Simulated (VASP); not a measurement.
Here is a VASP 6.6.1 calculation.

The input INCAR:

```
SYSTEM = Bi
PREC = Accurate
ENCUT = 520
EDIFF = 1E-6
ISMEAR = 0
SIGMA = 0.05
LREAL = .FALSE.
LASPH = .TRUE.
NELM = 100
ALGO = Fast
ISIF = 2
LWAVE = .FALSE.
LCHARG = .FALSE.
GGA = PS
NBANDS = 14
```

KPOINTS

```
regular mesh
0
G
  12 12 12
  0 0 0
```

POSCAR

```
Bi
1.0
   -4.0064439543      4.0064439543      1.6154547187
    4.0064439543     -4.0064439543      1.6154547187
    4.0064439543      4.0064439543     -1.6154547187
Bi
1
Direct
    0.0000000000      0.0000000000      0.0000000000
```

Potentials or basis: VASP PAW PBE potentials, release 64 (Bi_d).

The run is started by

```bash
$ cat potpaw_PBE.64/Bi_d/POTCAR > POTCAR
$ mpirun -np 1 vasp_std > vasp.out
```

Q: What does it give for the pressure?

A: -2.8 GPa.

Stress tensor (GPa, compression positive):
```
-0.29  0.00  0.00
 0.00 -0.29  0.00
 0.00  0.00 -7.82
```

Caveat: the PAW data sets were made with another functional, which shifts forces and pressure a little.
